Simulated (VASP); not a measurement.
**P: single point with PBEsol**

Crystal: P.

```
P
1.0
     0.00000    1.93551    1.93551
     1.93551    0.00000    1.93551
     1.93551    1.93551    0.00000
P
1
Direct
  0.00000 0.00000 0.00000
```

This cell differs from its parent crystal: volume scaled by 1.04.

- Program: VASP 6.6.1
- Task: single point
- Functional: PBEsol
- Potentials or basis: VASP PAW PBE potentials, release 64 (P)
- Cutoff: 520 eV
- k mesh: 16 × 16 × 16
- Occupations: fermi-dirac, width 0.1 eV
- Spin: no spin polarisation
- Dipole correction: no
- Further INCAR settings: ALGO = Normal; EDIFF = 1e-06; NBANDS = 8

```json
{
 "Pressure": "-3.1 GPa"
}
```

Levels at points of the mesh, in eV from the Fermi level:
```
           k point  band 1  band 2  band 3  band 4  band 5  band 6
(0.00, 0.00, 0.00)  -16.34    6.86    6.86    6.86   11.49   11.49
(0.50, 0.00, 0.00)  -10.46   -8.05    4.88    4.88   10.54   10.54
(0.50, 0.50, 0.00)   -7.81   -6.70    0.72    0.72    4.39    5.01
```

It took 6.2 s on 1 thread of Intel Xeon 6975P-C (shared host), peak memory 0.13 GiB.

Caveat: the PAW data sets were made with another functional, which shifts forces and pressure a little.
